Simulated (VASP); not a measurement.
Set up this calculation in VASP 6.6.1, as the native input.

| Property | Result |
| --- | --- |
| Task | single point |
| Functional | revPBE |
| Potentials or basis | VASP PAW PBE potentials, release 64 (B) |
| Cutoff | 520 eV |
| k mesh | 23 × 23 × 4 |
| Occupations | fermi-dirac, width 0.1 eV |
| Spin | no spin polarisation |
| Dipole correction | no |
| Further INCAR settings | ALGO = Normal; EDIFF = 1e-06; NBANDS = 10 |

The structure of B lies in POSCAR:

```
B
1.0
    1.7891814576      0.0000000000      0.0000000000
   -0.8945907288      1.5494765943      0.0000000000
    0.0000000000      0.0000000000     11.3013200096
B
2
Direct
    0.3333333333      0.6666666667      0.2500000000
    0.6666666667      0.3333333333      0.7500000000
```

This isn't the form of B at room conditions, which is rhombohedral.

The input as run:

INCAR

```
SYSTEM = B
  ALGO = Normal
  EDIFF = 1E-6
  ENCUT = 520
  GGA = RE
  ISIF = 2
  ISMEAR = -1
  LASPH = .True.
  LCHARG = .False.
  LREAL = .False.
  LWAVE = .False.
  NBANDS = 10
  NELM = 60
  PREC = Accurate
  SIGMA = 0.1
```

KPOINTS

```
k-points
0
Gamma
  23 23 4
  0 0 0
```

Potentials or basis: VASP PAW PBE potentials, release 64 (B).

Run with:

```sh
$ cat potpaw_PBE.64/B/POTCAR > POTCAR
$ mpirun -np 1 vasp_std > vasp.out
```

It gave:

```json
{
  "Pressure": "-11.4 GPa",
  "Band gap on the k mesh": "zero (bands 3 and 4 overlap by 9.96 eV)"
}
```

Caveat: the cell stands under tension; the PAW data sets were made with another functional, which shifts forces and pressure a little.

It took 64 s on 1 thread of AMD EPYC 7R43 64-Core Processor (Zen 3), with other jobs on the host, peak memory 0.12 GiB.
